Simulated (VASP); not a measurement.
# Be (Fm-3m) in VASP: a series of runs

Be is run at these levels: LDA; tasks: single point, relaxation of cell and atoms.

All numbers are computed with VASP 6.6.1; they aren't measurements. Logs are shortened: lines on timing, memory, paths and dates and some standing lists are left out, and cuts for length are marked.

## 1. The cell of the first run

It takes space group Fm-3m (No. 225, cubic). The conventional cell has a = 3.227 Å, b = 3.227 Å, c = 3.227 Å, α = 90.00°, β = 90.00°, γ = 90.00°. Be (site symmetry m-3m) has 12 Be at 2.28 Å within 3.0 Å.

This isn't the form of Be at room conditions, which is hcp.

## 2. Single point, LDA (8.40 Å³/atom)

INCAR

```
SYSTEM = Be
ALGO = Normal
EDIFF = 1E-6
ENCUT = 600
GGA = CA
GGA_COMPAT = .False.
ISIF = 2
ISMEAR = -1
LASPH = .True.
LCHARG = .True.
LELF = .True.
LREAL = .False.
LVHAR = .True.
LWAVE = .False.
NBANDS = 7
NELM = 120
PREC = Accurate
SIGMA = 0.1
```

KPOINTS

```
k-points
0
Gamma
  19 19 19
  0 0 0
```

POSCAR

```
Be
1.0
    0.0000000000      1.6135680252      1.6135680252
    1.6135680252      0.0000000000      1.6135680252
    1.6135680252      1.6135680252      0.0000000000
Be
1
Direct
    0.0000000000      0.0000000000      0.0000000000
```

Potentials or basis: VASP PAW LDA potentials, release 64 (Be).

Run with:

```console
$ cat potpaw_LDA.64/Be/POTCAR > POTCAR
$ mpirun -np 1 vasp_std > vasp.out
```

OUTCAR:

```text
SYSTEM = Be
   EDIFF = 1E-6
   ENCUT = 600
   GGA = CA
   ISIF = 2
   ISMEAR = -1
   LASPH = .True.
   LREAL = .False.
   NELM = 120
   PREC = Accurate

 ion  position               nearest neighbor table
   1  0.000  0.000  0.000-

  LATTYP: Found a face centered cubic cell.
 ALAT       =     3.2271360504

  Lattice vectors:

 A1 = (   0.0000000000,   1.6135680252,   1.6135680252)
 A2 = (   1.6135680252,   0.0000000000,   1.6135680252)
 A3 = (   1.6135680252,   1.6135680252,   0.0000000000)

Analysis of symmetry for initial positions (statically):
=====================================================================
 Subroutine PRICEL returns:
 Original cell was already a primitive cell.

 Routine SETGRP: Setting up the symmetry group for a
 face centered cubic supercell.

 Subroutine GETGRP returns: Found 48 space group operations
 (whereof 48 operations were pure point group operations)
 out of a pool of 48 trial point group operations.

The static configuration has the point symmetry O_h .

Analysis of symmetry for dynamics (positions and initial velocities):
=====================================================================
 Subroutine PRICEL returns:
 Original cell was already a primitive cell.

 Routine SETGRP: Setting up the symmetry group for a
 face centered cubic supercell.

 Subroutine GETGRP returns: Found 48 space group operations
 (whereof 48 operations were pure point group operations)
 out of a pool of 48 trial point group operations.

The dynamic configuration has the point symmetry O_h .

 Subroutine INISYM returns: Found 48 space group operations
 (whereof 48 operations are pure point group operations),
 and found     1 'primitive' translations

----------------------------------------------------------------------------------------

                                     Primitive cell

  volume of cell :       8.4022

  direct lattice vectors                    reciprocal lattice vectors
     0.000000000  1.613568025  1.613568025    -0.309872278  0.309872278  0.309872278
     1.613568025  0.000000000  1.613568025     0.309872278 -0.309872278  0.309872278
     1.613568025  1.613568025  0.000000000     0.309872278  0.309872278 -0.309872278

  length of vectors
     2.281929785  2.281929785  2.281929785     0.536714530  0.536714530  0.536714530

  position of ions in fractional coordinates (direct lattice)
     0.000000000  0.000000000  0.000000000

  ion indices of the primitive-cell ions
   primitive index   ion index
                 1           1

----------------------------------------------------------------------------------------

 KPOINTS: k-points

Automatic generation of k-mesh.
 Grid dimensions read from file:
 generate k-points for:   19   19   19

 Generating k-lattice:

  Cartesian coordinates                     Fractional coordinates (reciprocal lattice)
    -0.016309067  0.016309067  0.016309067     0.052631579  0.000000000  0.000000000
     0.016309067 -0.016309067  0.016309067     0.000000000  0.052631579  0.000000000
     0.016309067  0.016309067 -0.016309067     0.000000000  0.000000000  0.052631579

  Length of vectors
     0.028248133  0.028248133  0.028248133

  Shift w.r.t. Gamma in fractional coordinates (k-lattice)
     0.000000000  0.000000000  0.000000000

 Subroutine IBZKPT returns following result:
 ===========================================

 Found    220 irreducible k-points:

 Following reciprocal coordinates:
            Coordinates               Weight
  0.000000  0.000000  0.000000      1.000000
  0.052632  0.000000  0.000000      8.000000
  0.105263  0.000000  0.000000      8.000000
  0.157895  0.000000  0.000000      8.000000
  0.210526  0.000000  0.000000      8.000000
  0.263158  0.000000  0.000000      8.000000
[... 16 lines left out ...]
 -0.315789  0.052632  0.000000     24.000000
 -0.263158  0.052632  0.000000     24.000000
 [... further k-points ...]
   k-points           NKPTS =    220   k-points in BZ     NKDIM =    220   number of bands    NBANDS=      7
   number of dos      NEDOS =    301   number of ions     NIONS =      1
   total plane-waves  NPLWV =   5832
   dimension x,y,z NGX =    18 NGY =   18 NGZ =   18
   dimension x,y,z NGXF=    36 NGYF=   36 NGZF=   36
   ions per type =               1
   NGX,Y,Z   is equivalent  to a cutoff of  13.11, 13.11, 13.11 a.u.
   NGXF,Y,Z  is equivalent  to a cutoff of  26.23, 26.23, 26.23 a.u.
 SYSTEM =  Be
   PREC   = accura    normal or accurate (medium, high low for compatibility)
   ISTART =      0    job   : 0-new  1-cont  2-samecut
   ICHARG =      2    charge: 1-file 2-atom 10-const
   ISPIN  =      1    spin polarized calculation?
   LNONCOLLINEAR =      F non collinear calculations
   LSORBIT =      F    spin-orbit coupling
   LASPH  =      T    aspherical Exc in radial PAW
   ENCUT  =  600.0 eV  44.10 Ry    6.64 a.u.   4.56  4.56  4.56*2*pi/ulx,y,z
   NELM   =    120;   NELMIN=  2; NELMDL= -5     # of ELM steps
   EDIFF  = 0.1E-05   stopping-criterion for ELM
   LREAL  =      F    real-space projection
   EDIFFG = 0.1E-04   stopping-criterion for IOM
   NSW    =      0    number of steps for IOM
   IBRION =     -1    ionic relax: 0-MD 1-quasi-New 2-CG
   NFREE  =      0    steps in history (QN), initial steepest desc. (CG)
   ISIF   =      2    stress and relaxation
   ISYM   =      2    0-nonsym 1-usesym 2-fastsym
   POTIM  = 0.5000    time-step for ionic-motion
   TEBEG  =    0.0;   TEEND  =   0.0 temperature during run
   PSTRESS=    0.0 pullay stress
   NELECT =       2.0000    total number of electrons
   NUPDOWN=      -1.0000    fix difference up-down
   EMIN   =  10.00;   EMAX   =-10.00  energy-range for DOS
   EFERMI =   0.00;   METHOD = LEGACY
   ISMEAR =    -1;   SIGMA  =   0.10  broadening in eV -4-tet -1-fermi 0-gaus
   EFERMI_NEDOS =   21; number of points for ismear=-14 and -15
   IALGO  =     38    algorithm
   IMIX   =      4    mixing-type and parameters
     AMIX     =   0.40;   BMIX     =  1.00
     AMIX_MAG =   1.60;   BMIX_MAG =  1.00
  volume/ion in A,a.u.               =       8.40        56.70
  Fermi-wavevector in a.u.,A,eV,Ry     =   1.014583  1.917284 14.005545  1.029379
  Thomas-Fermi vector in A             =   2.147819
   LORBIT       =      0    0 simple, 1 ext, 2 COOP (PROOUT), +10 PAW based schemes
   GGA     = CA    functional components
   LHFCALC =     F    Hartree Fock is set to
   AEXX    =    0.0000 exact exchange contribution
   IVDW    =     0    specifies the selected vdW correction
   LEPSILON=     F    determine dielectric tensor
   LRPA    =     F    only Hartree local field effects (RPA)
 non-spin polarized calculation
  energy-cutoff  :      600.00
  volume of cell :        8.40
 maximum number of plane-waves:       295
   NGX =  9   NGY =  9   NGZ =  9

 number of electron       2.0000000 magnetization

 Free energy of the ion-electron system (eV)
  ---------------------------------------------------
  ext. energy  EPLUGINS =         0.00000000
  ---------------------------------------------------
  free energy    TOTEN  =        -4.10071409 eV

  energy without entropy =       -4.09754875  energy(sigma->0) =       -4.09913142

 E-fermi :   6.6958     XC(G=0): -10.4274

 val. band max:        6.4439792188   @ k =  -0.3158   0.4211   0.1053
 cond. band min:       6.7619818559   @ k =  -0.4737   0.0526   0.0000
 fundamental gap:      0.3180026371
 Fermi energy:         6.6957525154

 k-point     1 :       0.0000    0.0000    0.0000
  band No.  band energies     occupation
      1      -4.5879      2.00000
      2      24.8837      0.00000
      3      24.8837      0.00000
      4      24.8837      0.00000
      5      34.7794      0.00000
      6      34.7794      0.00000
      7      34.7794      0.00000

 k-point     2 :       0.0526    0.0000    0.0000
  band No.  band energies     occupation
      1      -4.4996      2.00000
      2      24.2320      0.00000
      3      24.7439      0.00000
      4      24.7439      0.00000
      5      33.7332      0.00000
      6      35.0561      0.00000
      7      35.0561      0.00000

 k-point     3 :       0.1053    0.0000    0.0000
  band No.  band energies     occupation
      1      -4.2349      2.00000
      2      22.4575      0.00000
      3      24.3804      0.00000
      4      24.3804      0.00000
      5      32.9969      0.00000
      6      35.7525      0.00000
      7      35.7525      0.00000

 k-point     4 :       0.1579    0.0000    0.0000
  band No.  band energies     occupation
      1      -3.7940      2.00000
      2      20.0415      0.00000
      3      23.9084      0.00000
      4      23.9084      0.00000
      5      33.0229      0.00000
      6      36.3825      0.00000
      7      36.3825      0.00000

 k-point     5 :       0.2105    0.0000    0.0000
  band No.  band energies     occupation
      1      -3.1780      2.00000
      2      17.4126      0.00000
      3      23.4280      0.00000
      4      23.4280      0.00000
      5      33.5262      0.00000
      6      36.1315      0.00000
      7      36.1315      0.00000
[... 161 lines left out ...]
 k-point    22 :      -0.3684    0.0526    0.0000
  band No.  band energies     occupation
      1       0.0940      2.00000
      2       9.4358      0.00000
      3      21.4512      0.00000
      4      22.6185      0.00000
      5      31.4586      0.00000
      6      32.7582      0.00000
      7      36.6142      0.00000

 k-point    23 :      -0.3158    0.0526    0.0000
  band No.  band energies     occupation
      1      -1.0144      2.00000
      2      11.5897      0.00000
      3      21.5077      0.00000
      4      23.0602      0.00000
      5      32.3356      0.00000
      6      33.3713      0.00000
      7      36.1509      0.00000

 k-point    24 :      -0.2632    0.0526    0.0000
  band No.  band energies     occupation
      1      -2.0113      2.00000
      2      13.9919      0.00000
      3      21.7077      0.00000
      4      23.5370      0.00000
      5      33.2498      0.00000
      6      34.2739      0.00000
      7      35.3016      0.00000

 [... further k-points ...]

------------------------ aborting loop because EDIFF is reached ----------------------------------------

  FORCE on cell =-STRESS in cart. coord.  units (eV):
  Direction    XX          YY          ZZ          XY          YZ          ZX
  --------------------------------------------------------------------------------------
  -------------------------------------------------------------------------------------
  Total       -0.6182553     -0.6182553     -0.6182553     -0.0000000     -0.0000000      0.0000000
  in kB     -117.8926228   -117.8926228   -117.8926228     -0.0000000     -0.0000000      0.0000000
  external PRESSURE =    -117.8926228 kB  Pullay stress =       0.0000000 kB

 VOLUME and BASIS-vectors are now :
 -----------------------------------------------------------------------------
  energy-cutoff  :      600.00
  volume of cell :        8.40
      direct lattice vectors                 reciprocal lattice vectors
     0.000000000  1.613568025  1.613568025    -0.309872278  0.309872278  0.309872278
     1.613568025  0.000000000  1.613568025     0.309872278 -0.309872278  0.309872278
     1.613568025  1.613568025  0.000000000     0.309872278  0.309872278 -0.309872278

 POSITION                                       TOTAL-FORCE (eV/Angst)
 -----------------------------------------------------------------------------------
      0.00000      0.00000      0.00000         0.000000      0.000000     -0.000000
 -----------------------------------------------------------------------------------
    total drift:                               -0.000000      0.000000     -0.000000

  FREE ENERGIE OF THE ION-ELECTRON SYSTEM (eV)
  ---------------------------------------------------
  free  energy   TOTEN  =        -4.1007140944 eV

  energy  without entropy=       -4.0975487488  energy(sigma->0) =       -4.09913142
```

It took 17 s on 1 thread of Intel Xeon 8259CL, shared host; peak memory 0.12 GiB.

What came out:

| Item | Value |
| --- | --- |
| Free energy | -4.1007 eV |
| Pressure | -11.8 GPa |
| Band gap on the k mesh | zero (bands 1 and 2 overlap by 0.60 eV) |

Caveat: the cell stands under tension.

(Continued in part 2 of 2.)
